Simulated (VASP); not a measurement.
# Si2Ni (Fm-3m) in VASP: settings compared

Si2Ni is run at these levels: PBEsol, RPBE, LDA; tasks: relaxation of cell and atoms, single point.

All numbers are computed with VASP 6.6.1; they aren't measurements. Logs are shortened: lines on timing, memory, paths and dates and some standing lists are left out, and cuts for length are marked.

## Step 1: The cell of the first run

The structure is cubic, space group Fm-3m (No. 225). The conventional cell has a = 5.406 Å, b = 5.406 Å, c = 5.406 Å, α = 90.00°, β = 90.00°, γ = 90.00°. Within 3.1 Å of Ni (site symmetry m-3m) lie 8 Si at 2.34 Å. Si (site symmetry -43m) has 4 Ni at 2.34 Å and 6 Si at 2.70 Å within 3.1 Å.

## Step 2: Relaxation of cell and atoms, PBEsol, collinear spin, ferromagnetic start

Input file INCAR:

```
PREC = Accurate
ENCUT = 600
EDIFF = 1E-6
ISMEAR = -1
SIGMA = 0.05
LREAL = False
LASPH = True
NELM = 150
ALGO = Normal
ISIF = 3
LWAVE = False
LCHARG = False
ISPIN = 2
MAGMOM = 1 0 0
LORBIT = 11
LMAXMIX = 4
GGA = PS
IBRION = 2
NSW = 60
EDIFFG = -0.01
```

Input file KPOINTS:

```
regular mesh
0
Gamma
  9 9 9
```

Input file POSCAR:

```
Si2Ni
1.0
    0.0000000000      2.7030000000      2.7030000000
    2.7030000000      0.0000000000      2.7030000000
    2.7030000000      2.7030000000      0.0000000000
Ni Si
1 2
Direct
    0.0000000000      0.0000000000      0.0000000000
    0.7500000000      0.7500000000      0.7500000000
    0.2500000000      0.2500000000      0.2500000000
```

Potentials or basis: VASP PAW PBE potentials, release 64 (Ni, Si).

Launch:

```console
$ cat potpaw_PBE.64/Ni/POTCAR potpaw_PBE.64/Si/POTCAR > POTCAR
$ mpirun -np 1 vasp_std > vasp.out
```

OUTCAR:

```text
PREC = Accurate
   ENCUT = 600
   EDIFF = 1E-6
   ISMEAR = -1
   LREAL = False
   LASPH = True
   NELM = 150
   ISIF = 3
   ISPIN = 2
   LORBIT = 11
   GGA = PS
   IBRION = 2
   NSW = 60
   EDIFFG = -0.01

 ion  position               nearest neighbor table
   1  0.000  0.000  0.000-   2 2.34   2 2.34   3 2.34   3 2.34   2 2.34   2 2.34   3 2.34   3 2.34

   2  0.750  0.750  0.750-   1 2.34   1 2.34   1 2.34   1 2.34   3 2.70   3 2.70   3 2.70   3 2.70
                             3 2.70   3 2.70
   3  0.250  0.250  0.250-   1 2.34   1 2.34   1 2.34   1 2.34   2 2.70   2 2.70   2 2.70   2 2.70
                             2 2.70   2 2.70

  LATTYP: Found a face centered cubic cell.
 ALAT       =     5.4060000000

  Lattice vectors:

 A1 = (   0.0000000000,   2.7030000000,   2.7030000000)
 A2 = (   2.7030000000,   0.0000000000,   2.7030000000)
 A3 = (   2.7030000000,   2.7030000000,   0.0000000000)

Analysis of symmetry for initial positions (statically):
=====================================================================
 Subroutine PRICEL returns:
 Original cell was already a primitive cell.

 Routine SETGRP: Setting up the symmetry group for a
 face centered cubic supercell.

 Subroutine GETGRP returns: Found 48 space group operations
 (whereof 48 operations were pure point group operations)
 out of a pool of 48 trial point group operations.

The static configuration has the point symmetry O_h .

Analysis of symmetry for dynamics (positions and initial velocities):
=====================================================================
 Subroutine PRICEL returns:
 Original cell was already a primitive cell.

 Routine SETGRP: Setting up the symmetry group for a
 face centered cubic supercell.

 Subroutine GETGRP returns: Found 48 space group operations
 (whereof 48 operations were pure point group operations)
 out of a pool of 48 trial point group operations.

The dynamic configuration has the point symmetry O_h .

Analysis of structural, dynamic, and magnetic symmetry:
=====================================================================
 Subroutine PRICEL returns:
 Original cell was already a primitive cell.

 Routine SETGRP: Setting up the symmetry group for a
 face centered cubic supercell.

 Subroutine GETGRP returns: Found 48 space group operations
 (whereof 48 operations were pure point group operations)
 out of a pool of 48 trial point group operations.

The overall configuration has the point symmetry O_h .

 Subroutine INISYM returns: Found 48 space group operations
 (whereof 48 operations are pure point group operations),
 and found     1 'primitive' translations

----------------------------------------------------------------------------------------

                                     Primitive cell

  volume of cell :      39.4974

  direct lattice vectors                    reciprocal lattice vectors
     0.000000000  2.703000000  2.703000000    -0.184979652  0.184979652  0.184979652
     2.703000000  0.000000000  2.703000000     0.184979652 -0.184979652  0.184979652
     2.703000000  2.703000000  0.000000000     0.184979652  0.184979652 -0.184979652

  length of vectors
     3.822619259  3.822619259  3.822619259     0.320394156  0.320394156  0.320394156

  position of ions in fractional coordinates (direct lattice)
     0.000000000  0.000000000  0.000000000
     0.750000000  0.750000000  0.750000000
     0.250000000  0.250000000  0.250000000

  ion indices of the primitive-cell ions
   primitive index   ion index
                 1           1
                 2           2
                 3           3

----------------------------------------------------------------------------------------

 KPOINTS: regular mesh

Automatic generation of k-mesh.
 Grid dimensions read from file:
 generate k-points for:    9    9    9

 Generating k-lattice:

  Cartesian coordinates                     Fractional coordinates (reciprocal lattice)
    -0.020553295  0.020553295  0.020553295     0.111111111  0.000000000  0.000000000
     0.020553295 -0.020553295  0.020553295     0.000000000  0.111111111  0.000000000
     0.020553295  0.020553295 -0.020553295     0.000000000  0.000000000  0.111111111

  Length of vectors
     0.035599351  0.035599351  0.035599351

  Shift w.r.t. Gamma in fractional coordinates (k-lattice)
     0.000000000  0.000000000  0.000000000

 Subroutine IBZKPT returns following result:
 ===========================================

 Found     35 irreducible k-points:

 Following reciprocal coordinates:
            Coordinates               Weight
  0.000000  0.000000  0.000000      1.000000
  0.111111  0.000000  0.000000      8.000000
  0.222222  0.000000  0.000000      8.000000
  0.333333  0.000000  0.000000      8.000000
  0.444444  0.000000  0.000000      8.000000
  0.111111  0.111111  0.000000      6.000000
[... 16 lines left out ...]
 -0.333333  0.333333  0.000000     12.000000
  0.444444  0.444444  0.000000      6.000000
 [... further k-points ...]
   k-points           NKPTS =     35   k-points in BZ     NKDIM =     35   number of bands    NBANDS=     14
   number of dos      NEDOS =    301   number of ions     NIONS =      3
   total plane-waves  NPLWV =  32768
   dimension x,y,z NGX =    32 NGY =   32 NGZ =   32
   dimension x,y,z NGXF=    64 NGYF=   64 NGZF=   64
   ions per type =               1   2
   NGX,Y,Z   is equivalent  to a cutoff of  13.92, 13.92, 13.92 a.u.
   NGXF,Y,Z  is equivalent  to a cutoff of  27.83, 27.83, 27.83 a.u.
 SYSTEM =  unknown system
   PREC   = accura    normal or accurate (medium, high low for compatibility)
   ISTART =      0    job   : 0-new  1-cont  2-samecut
   ICHARG =      2    charge: 1-file 2-atom 10-const
   ISPIN  =      2    spin polarized calculation?
   LNONCOLLINEAR =      F non collinear calculations
   LSORBIT =      F    spin-orbit coupling
   LASPH  =      T    aspherical Exc in radial PAW
   ENCUT  =  600.0 eV  44.10 Ry    6.64 a.u.   7.63  7.63  7.63*2*pi/ulx,y,z
   NELM   =    150;   NELMIN=  2; NELMDL= -5     # of ELM steps
   EDIFF  = 0.1E-05   stopping-criterion for ELM
   LREAL  =      F    real-space projection
   EDIFFG = -.1E-01   stopping-criterion for IOM
   NSW    =     60    number of steps for IOM
   IBRION =      2    ionic relax: 0-MD 1-quasi-New 2-CG
   NFREE  =      1    steps in history (QN), initial steepest desc. (CG)
   ISIF   =      3    stress and relaxation
   ISYM   =      2    0-nonsym 1-usesym 2-fastsym
   POTIM  = 0.5000    time-step for ionic-motion
   TEBEG  =    0.0;   TEEND  =   0.0 temperature during run
   PSTRESS=    0.0 pullay stress
   NELECT =      18.0000    total number of electrons
   NUPDOWN=      -1.0000    fix difference up-down
   EMIN   =  10.00;   EMAX   =-10.00  energy-range for DOS
   EFERMI =   0.00;   METHOD = LEGACY
   ISMEAR =    -1;   SIGMA  =   0.05  broadening in eV -4-tet -1-fermi 0-gaus
   EFERMI_NEDOS =   21; number of points for ismear=-14 and -15
   IALGO  =     38    algorithm
   IMIX   =      4    mixing-type and parameters
     AMIX     =   0.40;   BMIX     =  1.00
     AMIX_MAG =   1.60;   BMIX_MAG =  1.00
  volume/ion in A,a.u.               =      13.17        88.85
  Fermi-wavevector in a.u.,A,eV,Ry     =   1.259823  2.380721 21.594550  1.587155
  Thomas-Fermi vector in A             =   2.393364
   LORBIT       =     11    0 simple, 1 ext, 2 COOP (PROOUT), +10 PAW based schemes
   GGA     = PS    functional components
   LHFCALC =     F    Hartree Fock is set to
   AEXX    =    0.0000 exact exchange contribution
   IVDW    =     0    specifies the selected vdW correction
   LEPSILON=     F    determine dielectric tensor
   LRPA    =     F    only Hartree local field effects (RPA)
 conjugate gradient relaxation of ions
 spin polarized calculation
  energy-cutoff  :      600.00
  volume of cell :       39.50
 maximum number of plane-waves:      1363
   NGX = 15   NGY = 15   NGZ = 15

--------------------------------------- Ionic step        1  -------------------------------------------

 number of electron      18.0000004 magnetization       0.0001546

 number of electron      18.0000004 magnetization      -0.0001992

 Free energy of the ion-electron system (eV)
  ---------------------------------------------------
  ext. energy  EPLUGINS =         0.00000000
  ---------------------------------------------------
  free energy    TOTEN  =       -18.98400105 eV

  energy without entropy =      -18.97631005  energy(sigma->0) =      -18.98015555

------------------------ aborting loop because EDIFF is reached ----------------------------------------

  FORCE on cell =-STRESS in cart. coord.  units (eV):
  Direction    XX          YY          ZZ          XY          YZ          ZX
  --------------------------------------------------------------------------------------
  -------------------------------------------------------------------------------------
  Total       -0.1617935     -0.1617935     -0.1617935      0.0000000      0.0000000      0.0000000
  in kB       -6.5630153     -6.5630153     -6.5630153      0.0000000      0.0000000      0.0000000
  external PRESSURE =      -6.5630153 kB  Pullay stress =       0.0000000 kB
[... 65 lines left out ...]
 number of electron      18.0000005 magnetization      -0.0000013

 number of electron      18.0000005 magnetization       0.0000035

 Free energy of the ion-electron system (eV)
  ---------------------------------------------------
  ext. energy  EPLUGINS =         0.00000000
  ---------------------------------------------------
  free energy    TOTEN  =       -18.98449125 eV

  energy without entropy =      -18.97652452  energy(sigma->0) =      -18.98050789

 E-fermi :  10.4642     XC(G=0): -11.7227

 val. band max:       10.4142300579   @ k =   0.3333   0.2222   0.0000
 cond. band min:      10.5041631468   @ k =   0.1111   0.1111   0.0000
 fundamental gap:      0.0899330889
 Fermi energy:        10.4642066635

 spin component 1

 k-point     1 :       0.0000    0.0000    0.0000
  band No.  band energies     occupation
      1      -3.4628      1.00000
      2       5.1920      1.00000
      3       5.1920      1.00000
      4       5.1920      1.00000
      5       6.8933      1.00000
      6       6.8933      1.00000
      7      10.2169      0.99294
      8      12.1643      0.00000
      9      12.1643      0.00000
     10      12.1643      0.00000
     11      12.6860      0.00000
     12      12.6860      0.00000
     13      12.6860      0.00000
     14      15.1626      0.00000
[... 379 lines left out ...]
      3       3.1609      1.00000
      4       5.8112      1.00000
      5       5.8112      1.00000
      6       6.9354      1.00000
      7       6.9354      1.00000
      8       7.0220      1.00000
      9       7.2890      1.00000
     10      10.0314      0.99983
     11      11.7990      0.00000
     12      18.1681      0.00000
     13      18.5031      0.00000
     14      18.5031      0.00000

 [... further k-points ...]

 spin component 2

 k-point     1 :       0.0000    0.0000    0.0000
  band No.  band energies     occupation
      1      -3.4628      1.00000
      2       5.1920      1.00000
      3       5.1920      1.00000
      4       5.1920      1.00000
      5       6.8933      1.00000
      6       6.8933      1.00000
      7      10.2169      0.99294
      8      12.1643      0.00000
      9      12.1643      0.00000
     10      12.1643      0.00000
     11      12.6860      0.00000
     12      12.6860      0.00000
     13      12.6860      0.00000
     14      15.1626      0.00000
[... 421 lines left out ...]
  FREE ENERGIE OF THE ION-ELECTRON SYSTEM (eV)
  ---------------------------------------------------
  free  energy   TOTEN  =       -18.9844912528 eV

  energy  without entropy=      -18.9765245250  energy(sigma->0) =      -18.98050789

 reached required accuracy - stopping structural energy minimisation

 total charge

# of ion       s       p       d       tot
------------------------------------------
    1        0.569   0.810   8.462   9.841
    2        0.744   0.844   0.000   1.588
    3        0.744   0.844   0.000   1.588
--------------------------------------------------
tot          2.057   2.498   8.462  13.017

 magnetization (x)

# of ion       s       p       d       tot
------------------------------------------
    1       -0.000  -0.000  -0.000  -0.000
    2       -0.000   0.000   0.000   0.000
    3       -0.000   0.000   0.000   0.000
--------------------------------------------------
tot         -0.000   0.000  -0.000  -0.000
```

Wall time 41 s (1 thread of Intel Xeon 6975P-C (Granite Rapids), shared host); peak memory 0.22 GiB.

What came out:

| Quantity | Value |
| --- | --- |
| Free energy | -18.9845 eV |
| Relaxed volume | 13.10 Å³/atom |
| Relaxed cell | a = 3.816 Å, b = 3.816 Å, c = 3.816 Å, α = 60.00°, β = 60.00°, γ = 60.00° |
| Space group after relaxing (to 0.05 Å) | Fm-3m (No. 225) |
| Energy gained by relaxing | 0.2 meV/atom |
| Ionic steps | 3 |
| Pressure after relaxing | 0.0 GPa |
| Band gap on the k mesh | zero (filled and empty bands overlap) |
| Net moment | 0.00 μB per cell |
| Valence electrons inside the program's atomic spheres | Ni 9.84; Si 1.59 |

The path:
```csv
step,energy change (eV),largest force (eV/Å),pressure (GPa),volume (Å³)
1,0.0000,0.0000,-0.66,39.50
2,-0.0004,0.0000,0.45,39.19
3,-0.0005,0.0000,0.03,39.29
```

Final structure:
```
Ni Si
1.0
     0.00000    2.69818    2.69818
     2.69818    0.00000    2.69818
     2.69818    2.69818    0.00000
Ni Si
1 2
Cartesian
  0.0000 0.0000 0.0000
  4.0473 4.0473 4.0473
  1.3491 1.3491 1.3491
```

Caveat: the PAW data sets were made with another functional, which shifts forces and pressure a little.

## Step 3: Relaxation of cell and atoms, RPBE, collinear spin, ferromagnetic start

Input file INCAR:

```
SYSTEM = Si2Ni
  ALGO = Normal
  EDIFF = 1E-6
  EDIFFG = -0.01
  ENCUT = 600
  GGA = RP
  IBRION = 2
  ISIF = 3
  ISMEAR = -1
  ISPIN = 2
  LASPH = .True.
  LCHARG = .False.
  LMAXMIX = 4
  LORBIT = 11
  LREAL = .False.
  LWAVE = .False.
  MAGMOM = 1 0 0
  NELM = 150
  NSW = 60
  PREC = Accurate
  SIGMA = 0.05
```

Input file KPOINTS:

```
k-points
0
Gamma
  9 9 9
  0 0 0
```

POSCAR is that of step 2.

Potentials or basis: VASP PAW PBE potentials, release 64 (Ni, Si).

Launch:

```console
$ cat potpaw_PBE.64/Ni/POTCAR potpaw_PBE.64/Si/POTCAR > POTCAR
$ mpirun -np 1 vasp_std > vasp.out
```

OUTCAR:

```text
SYSTEM = Si2Ni
   EDIFF = 1E-6
   EDIFFG = -0.01
   ENCUT = 600
   GGA = RP
   IBRION = 2
   ISIF = 3
   ISMEAR = -1
   ISPIN = 2
   LASPH = .True.
   LORBIT = 11
   LREAL = .False.
   NELM = 150
   NSW = 60
   PREC = Accurate

 ion  position               nearest neighbor table
   1  0.000  0.000  0.000-   2 2.34   2 2.34   3 2.34   3 2.34   2 2.34   2 2.34   3 2.34   3 2.34

   2  0.750  0.750  0.750-   1 2.34   1 2.34   1 2.34   1 2.34   3 2.70   3 2.70   3 2.70   3 2.70
                             3 2.70   3 2.70
   3  0.250  0.250  0.250-   1 2.34   1 2.34   1 2.34   1 2.34   2 2.70   2 2.70   2 2.70   2 2.70
                             2 2.70   2 2.70

  LATTYP: Found a face centered cubic cell.
 ALAT       =     5.4060000000

  Lattice vectors:

 A1 = (   0.0000000000,   2.7030000000,   2.7030000000)
 A2 = (   2.7030000000,   0.0000000000,   2.7030000000)
 A3 = (   2.7030000000,   2.7030000000,   0.0000000000)

Analysis of symmetry for initial positions (statically):
[... 1188 lines left out ...]
 E-fermi :   9.9480     XC(G=0): -11.3435

 val. band max:        9.8547252947   @ k =   0.3333   0.2222   0.0000
 cond. band min:      10.0272991450   @ k =  -0.4444   0.4444   0.1111
 fundamental gap:      0.1725738503
 Fermi energy:         9.9480031297

 spin component 1

 k-point     1 :       0.0000    0.0000    0.0000
  band No.  band energies     occupation
      1      -3.5139      1.00000
      2       5.0169      1.00000
      3       5.0169      1.00000
      4       5.0169      1.00000
      5       6.6635      1.00000
      6       6.6635      1.00000
      7       9.4221      0.99997
      8      11.5966      0.00000
      9      11.5966      0.00000
     10      11.5966      0.00000
     11      12.2817      0.00000
     12      12.2817      0.00000
[... 835 lines left out ...]
  FREE ENERGIE OF THE ION-ELECTRON SYSTEM (eV)
  ---------------------------------------------------
  free  energy   TOTEN  =       -16.2219760900 eV

  energy  without entropy=      -16.2159245106  energy(sigma->0) =      -16.21895030

 reached required accuracy - stopping structural energy minimisation

 total charge

# of ion       s       p       d       tot
------------------------------------------
    1        0.537   0.739   8.419   9.695
    2        0.750   0.817   0.000   1.567
    3        0.750   0.817   0.000   1.567
--------------------------------------------------
tot          2.038   2.373   8.419  12.830

 magnetization (x)

# of ion       s       p       d       tot
------------------------------------------
    1       -0.000  -0.000  -0.000  -0.000
    2       -0.000   0.000   0.000   0.000
    3       -0.000   0.000   0.000   0.000
--------------------------------------------------
tot         -0.000   0.000  -0.000  -0.000
```

Wall time 77 s (1 thread of Intel Xeon 6975P-C (Granite Rapids), shared host); peak memory 0.22 GiB.

What came out:

```
Free energy                                           : -16.2220 eV
Relaxed volume                                        : 13.72 Å³/atom
Relaxed cell                                          : a = 3.875 Å, b = 3.875 Å, c = 3.875 Å, α = 60.00°, β = 60.00°, γ = 60.00°
Space group after relaxing (to 0.05 Å)                : Fm-3m (No. 225)
Energy gained by relaxing                             : 10.4 meV/atom
Ionic steps                                           : 5
Pressure after relaxing                               : 0.1 GPa
Band gap on the k mesh                                : zero (filled and empty bands overlap)
Net moment                                            : 0.00 μB per cell
Valence electrons inside the program's atomic spheres : Ni 9.70; Si 1.57
```

The path:
| step | energy change (eV) | largest force (eV/Å) | pressure (GPa) | volume (Å³) |
| --- | --- | --- | --- | --- |
| 1 | 0.0000 | 0.0000 | 6.10 | 39.50 |
| 2 | -0.0153 | 0.0000 | -3.99 | 42.43 |
| 3 | -0.0312 | 0.0000 | 0.16 | 41.18 |
| 4 | -0.0312 | 0.0000 | -0.17 | 41.23 |
| 5 | -0.0312 | 0.0000 | 0.10 | 41.15 |

Final structure:
```xyz
3
Lattice="0.0000 2.7402 2.7402 2.7402 0.0000 2.7402 2.7402 2.7402 0.0000" Properties=species:S:1:pos:R:3 pbc="T T T"
Ni    0.0000    0.0000    0.0000
Si    4.1103    4.1103    4.1103
Si    1.3701    1.3701    1.3701
```

Caveat: the PAW data sets were made with another functional, which shifts forces and pressure a little. RPBE and its kin give volumes clearly too large for solids.

## Step 4: Single point, LDA, collinear spin, ferromagnetic start

Input file INCAR:

```
SYSTEM = Si2Ni
ALGO = Normal
EDIFF = 1E-6
ENCUT = 520
ISIF = 2
ISMEAR = -1
ISPIN = 2
LASPH = .True.
LCHARG = .False.
LMAXMIX = 4
LORBIT = 11
LREAL = .False.
LWAVE = .False.
MAGMOM = 1 0 0
NBANDS = 20
NELM = 150
PREC = Accurate
SIGMA = 0.05
```

KPOINTS is that of step 3.

POSCAR is that of step 3.

Potentials or basis: VASP PAW LDA potentials, release 64 (Ni, Si).

Launch:

```console
$ cat potpaw_LDA.64/Ni/POTCAR potpaw_LDA.64/Si/POTCAR > POTCAR
$ mpirun -np 1 vasp_std > vasp.out
```

Run time: 50 s. Hardware: 1 thread of Intel Xeon 6975P-C, shared host; peak memory 0.17 GiB.

The run converged. Its results:

* Free energy: -19.8874 eV
* Pressure: -4.2 GPa
* Band gap on the k mesh: zero (filled and empty bands overlap)
* Net moment: 0.00 μB per cell
* Valence electrons inside the program's atomic spheres: Ni 9.84; Si 1.60

Levels at points of the mesh, in eV from the Fermi level:
Spin up:
| k point | band 7 | band 8 | band 9 | band 10 | band 11 | band 12 |
| --- | --- | --- | --- | --- | --- | --- |
| (0.00, 0.00, 0.00) | -0.38 | 1.71 | 1.71 | 1.71 | 2.29 | 2.29 |
Spin down:
| k point | band 6 | band 7 | band 8 | band 9 | band 10 | band 11 | band 12 | band 13 |
| --- | --- | --- | --- | --- | --- | --- | --- | --- |
| (0.00, 0.00, 0.00) | -3.53 | -0.38 | 1.71 | 1.71 | 1.71 | 2.29 | 2.29 | 2.29 |

(Part 1 of 2 ends here.)
